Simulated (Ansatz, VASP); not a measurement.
MoSe: VASP beside Ansatz

```xyz
2
Lattice="0.0000 2.6166 2.6166 2.6166 0.0000 2.6166 2.6166 2.6166 0.0000" Properties=species:S:1:pos:R:3 pbc="T T T"
Mo    0.0000    0.0000    0.0000
Se    2.6166    2.6166    2.6166
```

Alike in both runs: functional PBE; k mesh 6 × 6 × 6; occupations gaussian, width 0.1 eV; collinear spin.

Ansatz relaxed the structure, and its values are those at the end. VASP's run is a single point on that final structure, the one shown.

|  | VASP | Ansatz |
| --- | --- | --- |
| version | VASP 6.6.1 | Ansatz 0.2.0 |
| potentials or method | VASP PAW PBE potentials, release 64 (Mo_sv, Se), cutoff 500 eV | scalar-relativistic, plane waves, PAW |
| valence electrons in the cell | 20 | 30 |

```tsv
	VASP	Ansatz	Ansatz less VASP
gap on the k mesh at the Fermi level (eV)	none	none	-
pressure (GPa)	-0.1	-0.4	-0.25
net moment per atom (μB)	0.32	0.32	-0.001
size of the moment on the site where the two differ most (μB)	0.59	0.51	-0.077
```

Site moments also hang on the region over which each program counts them. A gap of «none» marks a metal or a gap that the smearing closes. With one functional, cell and mesh, what is left measures potentials, basis and numerics. VASP's potentials hold 20 valence electrons a cell and Ansatz's 30, so a difference there can come from the potentials and not from the codes. Ansatz's warnings: seeded moment not kept.
